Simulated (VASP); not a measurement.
# RuAu (Pm-3m) in VASP: single point with r2SCAN0

Aim: the single point of RuAu with r2SCAN0.

Everything below comes from runs of VASP 6.6.1. Logs are shortened: lines on timing, memory, paths and dates and some standing lists are left out, and cuts for length are marked.

**1. The cell of the first run**

The structure is cubic, space group Pm-3m (No. 221). Conventional cell: a = 3.165 Å, b = 3.165 Å, c = 3.165 Å, α = 90.00°, β = 90.00°, γ = 90.00°. Within 3.6 Å of Ru (site symmetry m-3m) lie 8 Au at 2.74 Å and 6 Ru at 3.16 Å. Within 3.6 Å of Au (site symmetry m-3m) lie 8 Ru at 2.74 Å and 6 Au at 3.16 Å.

**2. Single point, r2SCAN0**

Input file POSCAR:

```
RuAu
1.0
    3.1648100000      0.0000000000      0.0000000000
    0.0000000000      3.1648100000      0.0000000000
    0.0000000000      0.0000000000      3.1648100000
Ru Au
1 1
Direct
    0.0000000000      0.0000000000      0.0000000000
    0.5000000000      0.5000000000      0.5000000000
```

Input file INCAR.step1:

```
SYSTEM = RuAu
PREC = Accurate
ENCUT = 440
EDIFF = 1E-5
ISMEAR = -1
SIGMA = 0.05
LREAL = .False.
LASPH = .True.
NELM = 120
ALGO = Normal
ISIF = 2
LWAVE = .True.
NBANDS = 20
GGA = PE
GGA_COMPAT = .False.
```

Input file INCAR.step2:

```
SYSTEM = RuAu
PREC = Accurate
ENCUT = 440
EDIFF = 1E-6
ISMEAR = -1
SIGMA = 0.05
LREAL = .False.
LASPH = .True.
NELM = 120
ALGO = Normal
ISIF = 2
LWAVE = .False.
LCHARG = .True.
METAGGA = R2SCAN
LHFCALC = .True.
AEXX = 0.25
LMIXTAU = .True.
PRECFOCK = Normal
LELF = .True.
LVHAR = .True.
NBANDS = 20
ISTART = 1
GGA_COMPAT = .False.
```

Input file KPOINTS:

```
regular mesh
0
Gamma
  5 5 5
  0 0 0
```

Potentials or basis: VASP PAW PBE potentials, release 64 (Ru_pv, Au).

Launch:

```
$ cat potpaw_PBE.64/Ru_pv/POTCAR potpaw_PBE.64/Au/POTCAR > POTCAR
$ cp INCAR.step1 INCAR
$ mpirun -np 1 vasp_std > vasp.out
$ cp INCAR.step2 INCAR
$ mpirun -np 1 vasp_std > vasp.out
```

OUTCAR:

```text
SYSTEM = RuAu
   PREC = Accurate
   ENCUT = 440
   EDIFF = 1E-6
   ISMEAR = -1
   LREAL = .False.
   LASPH = .True.
   NELM = 120
   ISIF = 2
   METAGGA = R2SCAN
   LHFCALC = .True.
   AEXX = 0.25
   PRECFOCK = Normal
   ISTART = 1

 ion  position               nearest neighbor table
   1  0.000  0.000  0.000-   2 2.74   2 2.74   2 2.74   2 2.74   2 2.74   2 2.74   2 2.74   2 2.74

   2  0.500  0.500  0.500-   1 2.74   1 2.74   1 2.74   1 2.74   1 2.74   1 2.74   1 2.74   1 2.74

  LATTYP: Found a simple cubic cell.
 ALAT       =     3.1648100000

  Lattice vectors:

 A1 = (   3.1648100000,   0.0000000000,   0.0000000000)
 A2 = (   0.0000000000,   3.1648100000,   0.0000000000)
 A3 = (   0.0000000000,   0.0000000000,   3.1648100000)

Analysis of symmetry for initial positions (statically):
=====================================================================
 Subroutine PRICEL returns:
 Original cell was already a primitive cell.

 Routine SETGRP: Setting up the symmetry group for a
 simple cubic supercell.

 Subroutine GETGRP returns: Found 48 space group operations
 (whereof 48 operations were pure point group operations)
 out of a pool of 48 trial point group operations.

The static configuration has the point symmetry O_h .

Analysis of symmetry for dynamics (positions and initial velocities):
=====================================================================
 Subroutine PRICEL returns:
 Original cell was already a primitive cell.

 Routine SETGRP: Setting up the symmetry group for a
 simple cubic supercell.

 Subroutine GETGRP returns: Found 48 space group operations
 (whereof 48 operations were pure point group operations)
 out of a pool of 48 trial point group operations.

The dynamic configuration has the point symmetry O_h .

 Subroutine INISYM returns: Found 48 space group operations
 (whereof 48 operations are pure point group operations),
 and found     1 'primitive' translations

----------------------------------------------------------------------------------------

                                     Primitive cell

  volume of cell :      31.6988

  direct lattice vectors                    reciprocal lattice vectors
     3.164810000  0.000000000  0.000000000     0.315974735  0.000000000  0.000000000
     0.000000000  3.164810000  0.000000000     0.000000000  0.315974735  0.000000000
     0.000000000  0.000000000  3.164810000     0.000000000  0.000000000  0.315974735

  length of vectors
     3.164810000  3.164810000  3.164810000     0.315974735  0.315974735  0.315974735

  position of ions in fractional coordinates (direct lattice)
     0.000000000  0.000000000  0.000000000
     0.500000000  0.500000000  0.500000000

  ion indices of the primitive-cell ions
   primitive index   ion index
                 1           1
                 2           2

----------------------------------------------------------------------------------------

 KPOINTS: regular mesh

Automatic generation of k-mesh.
 Grid dimensions read from file:
 generate k-points for:    5    5    5

 Generating k-lattice:

  Cartesian coordinates                     Fractional coordinates (reciprocal lattice)
     0.063194947  0.000000000  0.000000000     0.200000000  0.000000000  0.000000000
     0.000000000  0.063194947  0.000000000     0.000000000  0.200000000  0.000000000
     0.000000000  0.000000000  0.063194947     0.000000000  0.000000000  0.200000000

  Length of vectors
     0.063194947  0.063194947  0.063194947

  Shift w.r.t. Gamma in fractional coordinates (k-lattice)
     0.000000000  0.000000000  0.000000000

 Subroutine IBZKPT returns following result:
 ===========================================

 Found     10 irreducible k-points:

 Following reciprocal coordinates:
            Coordinates               Weight
  0.000000  0.000000  0.000000      1.000000
  0.200000  0.000000  0.000000      6.000000
  0.400000  0.000000  0.000000      6.000000
  0.200000  0.200000  0.000000     12.000000
  0.400000  0.200000  0.000000     24.000000
  0.400000  0.400000  0.000000     12.000000
  0.200000  0.200000  0.200000      8.000000
  0.400000  0.200000  0.200000     24.000000
  0.400000  0.400000  0.200000     24.000000
  0.400000  0.400000  0.400000      8.000000
   k-points           NKPTS =     10   k-points in BZ     NKDIM =    125   number of bands    NBANDS=     20
   number of dos      NEDOS =    301   number of ions     NIONS =      2
   total plane-waves  NPLWV =  13824
   dimension x,y,z NGX =    24 NGY =   24 NGZ =   24
   dimension x,y,z NGXF=    48 NGYF=   48 NGZF=   48
   ions per type =               1   1
   NGX,Y,Z   is equivalent  to a cutoff of  12.61, 12.61, 12.61 a.u.
   NGXF,Y,Z  is equivalent  to a cutoff of  25.21, 25.21, 25.21 a.u.
 SYSTEM =  RuAu
   PREC   = accura    normal or accurate (medium, high low for compatibility)
   ISTART =      1    job   : 0-new  1-cont  2-samecut
   ICHARG =      0    charge: 1-file 2-atom 10-const
   ISPIN  =      1    spin polarized calculation?
   LNONCOLLINEAR =      F non collinear calculations
   LSORBIT =      F    spin-orbit coupling
   LASPH  =      T    aspherical Exc in radial PAW
   ENCUT  =  440.0 eV  32.34 Ry    5.69 a.u.   5.41  5.41  5.41*2*pi/ulx,y,z
   NELM   =    120;   NELMIN=  2; NELMDL=  0     # of ELM steps
   EDIFF  = 0.1E-05   stopping-criterion for ELM
   LREAL  =      F    real-space projection
   EDIFFG = 0.1E-04   stopping-criterion for IOM
   NSW    =      0    number of steps for IOM
   IBRION =     -1    ionic relax: 0-MD 1-quasi-New 2-CG
   NFREE  =      0    steps in history (QN), initial steepest desc. (CG)
   ISIF   =      2    stress and relaxation
   ISYM   =      3    0-nonsym 1-usesym 2-fastsym
   POTIM  = 0.5000    time-step for ionic-motion
   TEBEG  =    0.0;   TEEND  =   0.0 temperature during run
   PSTRESS=    0.0 pullay stress
   NELECT =      25.0000    total number of electrons
   NUPDOWN=      -1.0000    fix difference up-down
   EMIN   =  10.00;   EMAX   =-10.00  energy-range for DOS
   EFERMI =   0.00;   METHOD = LEGACY
   ISMEAR =    -1;   SIGMA  =   0.05  broadening in eV -4-tet -1-fermi 0-gaus
   EFERMI_NEDOS =   21; number of points for ismear=-14 and -15
   IALGO  =     38    algorithm
   IMIX   =      1    mixing-type and parameters
     AMIX     =   0.40;   BMIX     =  1.00
     AMIX_MAG =   1.60;   BMIX_MAG =  1.00
  volume/ion in A,a.u.               =      15.85       106.96
  Fermi-wavevector in a.u.,A,eV,Ry     =   1.512541  2.858288 31.127146  2.287781
  Thomas-Fermi vector in A             =   2.622452
   LORBIT       =      0    0 simple, 1 ext, 2 COOP (PROOUT), +10 PAW based schemes
   METAGGA = R2SCAN    functional components
   LHFCALC =     T    Hartree Fock is set to
   PRECFOCK=normal    Normal, Fast or Accurate (Low or Medium for compatibility)
   ENCUT4O =  -1.0   cutoff for four orbital integrals eV
   NKREDX  =     1    reduce k-point grid by
   NKREDY  =     1    reduce k-point grid by
   NKREDZ  =     1    reduce k-point grid by
   AEXX    =    0.2500 exact exchange contribution
   HFSCREEN=    0.0000 screening length (either q_TF or 0.3 A-1)
   HFSCREENC=   0.0000 screening length for correlation (either q_TF or 0.3 A-1)
   ENCUTFOCK=  -1.0 apply spherical cutoff to Coloumb kernel
   IVDW    =     0    specifies the selected vdW correction
   LEPSILON=     F    determine dielectric tensor
   LRPA    =     F    only Hartree local field effects (RPA)
 non-spin polarized calculation
  energy-cutoff  :      440.00
  volume of cell :       31.70
 maximum number of plane-waves:       691
 NGX is ok and might be reduce to    24
  NGX = 18; NGY = 18; NGZ = 18

 number of electron      24.9999992 magnetization

 Free energy of the ion-electron system (eV)
  ---------------------------------------------------
  ext. energy  EPLUGINS =         0.00000000
  ---------------------------------------------------
  free energy    TOTEN  =       -62.06471888 eV

  energy without entropy =      -62.06009789  energy(sigma->0) =      -62.06240838

 E-fermi :  10.0585     XC(G=0): -11.0602

 val. band max:        9.2148742351   @ k =   0.4000   0.0000   0.0000
 cond. band min:      10.1949056756   @ k =   0.4000   0.2000   0.2000
 fundamental gap:      0.9800314406
 Fermi energy:        10.0585023882

 k-point     1 :       0.0000    0.0000    0.0000
  band No.  band energies     occupation
      1     -37.0018      2.00000
      2     -37.0018      2.00000
      3     -37.0018      2.00000
      4      -0.5856      2.00000
      5       1.5660      2.00000
      6       1.5660      2.00000
[... 12 lines left out ...]
     19      26.6774      0.00000
     20      29.0506      0.00000

 k-point     2 :       0.2000    0.0000    0.0000
  band No.  band energies     occupation
      1     -37.0546      2.00000
      2     -36.9959      2.00000
      3     -36.9959      2.00000
      4       0.2793      2.00000
      5       1.8914      2.00000
      6       2.1190      2.00000
[... 12 lines left out ...]
     19      27.4347      0.00000
     20      28.7040      0.00000

 k-point     3 :       0.4000    0.0000    0.0000
  band No.  band energies     occupation
      1     -37.1407      2.00000
      2     -36.9881      2.00000
      3     -36.9881      2.00000
      4       1.9489      2.00000
      5       2.6023      2.00000
      6       3.6320      2.00000
[... 12 lines left out ...]
     19      26.3380      0.00000
     20      28.2311      0.00000

 k-point     4 :       0.2000    0.2000    0.0000
  band No.  band energies     occupation
      1     -37.0510      2.00000
      2     -37.0460      2.00000
      3     -36.9907      2.00000
      4       0.9566      2.00000
      5       2.2102      2.00000
      6       2.5835      2.00000
[... 107 lines left out ...]
 k-point     9 :       0.4000    0.4000    0.2000
  band No.  band energies     occupation
      1     -37.1175      2.00000
      2     -37.1156      2.00000
      3     -37.0250      2.00000
      4       2.2011      2.00000
      5       2.4725      2.00000
      6       2.9713      2.00000
[... 12 lines left out ...]
     19      24.1333      0.00000
     20      25.0513      0.00000

 k-point    10 :       0.4000    0.4000    0.4000
  band No.  band energies     occupation
      1     -37.1083      2.00000
      2     -37.1072      2.00000
      3     -37.1072      2.00000
      4       2.5955      2.00000
      5       2.9365      2.00000
      6       2.9365      2.00000
[... 12 lines left out ...]
     19      22.6145      0.00000
     20      22.6145      0.00000

------------------------ aborting loop because EDIFF is reached ----------------------------------------

  FORCE on cell =-STRESS in cart. coord.  units (eV):
  Direction    XX          YY          ZZ          XY          YZ          ZX
  --------------------------------------------------------------------------------------
  -------------------------------------------------------------------------------------
  Total       -2.3323281     -2.3323281     -2.3323281     -0.0000000     -0.0000000     -0.0000000
  in kB     -117.8846600   -117.8846600   -117.8846600     -0.0000000     -0.0000000     -0.0000000
  external PRESSURE =    -117.8846600 kB  Pullay stress =       0.0000000 kB

 VOLUME and BASIS-vectors are now :
 -----------------------------------------------------------------------------
  energy-cutoff  :      440.00
  volume of cell :       31.70
      direct lattice vectors                 reciprocal lattice vectors
     3.164810000  0.000000000  0.000000000     0.315974735  0.000000000  0.000000000
     0.000000000  3.164810000  0.000000000     0.000000000  0.315974735  0.000000000
     0.000000000  0.000000000  3.164810000     0.000000000  0.000000000  0.315974735

 POSITION                                       TOTAL-FORCE (eV/Angst)
 -----------------------------------------------------------------------------------
      0.00000      0.00000      0.00000         0.000000      0.000000      0.000000
      1.58241      1.58241      1.58241         0.000000      0.000000      0.000000
 -----------------------------------------------------------------------------------
    total drift:                                0.000000      0.000000     -0.000000

  FREE ENERGIE OF THE ION-ELECTRON SYSTEM (eV)
  ---------------------------------------------------
  free  energy   TOTEN  =       -62.0647188774 eV

  energy  without entropy=      -62.0600978868  energy(sigma->0) =      -62.06240838
```

It took 11 min on 1 thread of AMD EPYC 9R45 (Zen 5), shared host; peak memory 0.14 GiB.

Results:

```yaml
Free_energy: -62.0647 eV
Pressure: -11.8 GPa
Band_gap_on_the_k_mesh: zero (an odd number of electrons rules out a gap without spin polarisation)
```

Caveat: the k points lie up to 0.40 Å⁻¹ apart, too coarse for converged energies and pressures of a metal; the PAW data sets were made with another functional, which shifts forces and pressure a little; spin-orbit coupling is left out, which moves the levels of the heavy elements.

The gap in the log of VASP goes by the Fermi energy; the results here count the filled bands.